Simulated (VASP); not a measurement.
Set up this calculation in VASP 6.6.1, as the native input.

* Task: single point
* Functional: PBEsol
* Potentials or basis: VASP PAW PBE potentials, release 64 (Si, C)
* Cutoff: 700 eV
* k mesh: 1 × 1 × 1, shifted
* Occupations: fermi-dirac, width 0.05 eV
* Spin: no spin polarisation
* Dipole correction: no
* Further INCAR settings: LREAL = Auto; ALGO = Normal; EDIFF = 1e-06; NBANDS = 246; ISYM = -1

The structure of SiC lies in POSCAR:

```
SiC
1.0
    9.2342040000      0.0000000000      0.0000000000
    0.0000000000     10.6627400000      0.0000000000
    0.0000000000      0.0000000000     10.0759470000
Si C
48 48
Direct
    0.0000000000      0.0000000000      0.4998400000
    0.3333330000      0.0000000000      0.4998400000
    0.1666670000      0.2500000000      0.4998400000
    0.0000000000      0.5000000000      0.4998400000
    0.6666670000      0.0000000000      0.4998400000
    0.5000000000      0.2500000000      0.4998400000
    0.3333330000      0.5000000000      0.4998400000
    0.1666670000      0.7500000000      0.4998400000
    0.8333330000      0.2500000000      0.4998400000
    0.6666670000      0.5000000000      0.4998400000
    0.5000000000      0.7500000000      0.4998400000
    0.8333330000      0.7500000000      0.4998400000
    0.0000000000      0.1666670000      0.2499120000
    0.3333330000      0.1666670000      0.2499120000
    0.1666670000      0.4166670000      0.2499120000
    0.0000000000      0.6666670000      0.2499120000
    0.6666670000      0.1666670000      0.2499120000
    0.5000000000      0.4166670000      0.2499120000
    0.3333330000      0.6666670000      0.2499120000
    0.1666670000      0.9166670000      0.2499120000
    0.8333330000      0.4166670000      0.2499120000
    0.6666670000      0.6666670000      0.2499120000
    0.5000000000      0.9166670000      0.2499120000
    0.8333330000      0.9166670000      0.2499120000
    0.1666670000      0.0833330000      0.7499120000
    0.0000000000      0.3333330000      0.7499120000
    0.5000000000      0.0833330000      0.7499120000
    0.3333330000      0.3333330000      0.7499120000
    0.1666670000      0.5833330000      0.7499120000
    0.0000000000      0.8333330000      0.7499120000
    0.8333330000      0.0833330000      0.7499120000
    0.6666670000      0.3333330000      0.7499120000
    0.5000000000      0.5833330000      0.7499120000
    0.3333330000      0.8333330000      0.7499120000
    0.8333330000      0.5833330000      0.7499120000
    0.6666670000      0.8333330000      0.7499120000
    0.0000000000      0.0000000000      0.9998400000
    0.3333330000      0.0000000000      0.9998400000
    0.1666670000      0.2500000000      0.9998400000
    0.0000000000      0.5000000000      0.9998400000
    0.6666670000      0.0000000000      0.9998400000
    0.5000000000      0.2500000000      0.9998400000
    0.3333330000      0.5000000000      0.9998400000
    0.1666670000      0.7500000000      0.9998400000
    0.8333330000      0.2500000000      0.9998400000
    0.6666670000      0.5000000000      0.9998400000
    0.5000000000      0.7500000000      0.9998400000
    0.8333330000      0.7500000000      0.9998400000
    0.0000000000      0.0000000000      0.1873030000
    0.3333330000      0.0000000000      0.1873030000
    0.1666670000      0.2500000000      0.1873030000
    0.0000000000      0.5000000000      0.1873030000
    0.6666670000      0.0000000000      0.1873030000
    0.5000000000      0.2500000000      0.1873030000
    0.3333330000      0.5000000000      0.1873030000
    0.1666670000      0.7500000000      0.1873030000
    0.8333330000      0.2500000000      0.1873030000
    0.6666670000      0.5000000000      0.1873030000
    0.5000000000      0.7500000000      0.1873030000
    0.8333330000      0.7500000000      0.1873030000
    0.0000000000      0.0000000000      0.6873030000
    0.3333330000      0.0000000000      0.6873030000
    0.1666670000      0.2500000000      0.6873030000
    0.0000000000      0.5000000000      0.6873030000
    0.6666670000      0.0000000000      0.6873030000
    0.5000000000      0.2500000000      0.6873030000
    0.3333330000      0.5000000000      0.6873030000
    0.1666670000      0.7500000000      0.6873030000
    0.8333330000      0.2500000000      0.6873030000
    0.6666670000      0.5000000000      0.6873030000
    0.5000000000      0.7500000000      0.6873030000
    0.8333330000      0.7500000000      0.6873030000
    0.0000000000      0.1666670000      0.4379450000
    0.3333330000      0.1666670000      0.4379450000
    0.1666670000      0.4166670000      0.4379450000
    0.0000000000      0.6666670000      0.4379450000
    0.6666670000      0.1666670000      0.4379450000
    0.5000000000      0.4166670000      0.4379450000
    0.3333330000      0.6666670000      0.4379450000
    0.1666670000      0.9166670000      0.4379450000
    0.8333330000      0.4166670000      0.4379450000
    0.6666670000      0.6666670000      0.4379450000
    0.5000000000      0.9166670000      0.4379450000
    0.8333330000      0.9166670000      0.4379450000
    0.1666670000      0.0833330000      0.9379450000
    0.0000000000      0.3333330000      0.9379450000
    0.5000000000      0.0833330000      0.9379450000
    0.3333330000      0.3333330000      0.9379450000
    0.1666670000      0.5833330000      0.9379450000
    0.0000000000      0.8333330000      0.9379450000
    0.8333330000      0.0833330000      0.9379450000
    0.6666670000      0.3333330000      0.9379450000
    0.5000000000      0.5833330000      0.9379450000
    0.3333330000      0.8333330000      0.9379450000
    0.8333330000      0.5833330000      0.9379450000
    0.6666670000      0.8333330000      0.9379450000
```

These files were run (other wordings do the same):

INCAR

```
ALGO = Normal
EDIFF = 1E-6
ENCUT = 700
GGA = PS
GGA_COMPAT = F
ISIF = 2
ISMEAR = -1
ISYM = -1
LASPH = T
LCHARG = T
LELF = T
LREAL = Auto
LVHAR = T
LWAVE = F
NBANDS = 246
NELM = 120
PREC = Accurate
SIGMA = 0.05
```

KPOINTS

```
explicit points
1
Reciprocal
  0.25000000   0.25000000   0.25000000 1
```

Potentials or basis: VASP PAW PBE potentials, release 64 (Si, C).

Run with:

```bash
$ cat potpaw_PBE.64/Si/POTCAR potpaw_PBE.64/C/POTCAR > POTCAR
$ mpirun -np 1 vasp_std > vasp.out
```

Results of the run:

- Pressure: 0.2 GPa
- Largest force: 0.026 eV/Å
- Band gap on the k mesh: 2.69 eV

Caveat: the PAW data sets were made with another functional, which shifts forces and pressure a little; a shifted mesh leaves out Γ, where band edges can lie.

Wall time 18 min on 1 thread of AMD EPYC 7R13 Processor (Zen 3), with other jobs on the host, peak memory 1.3 GiB.
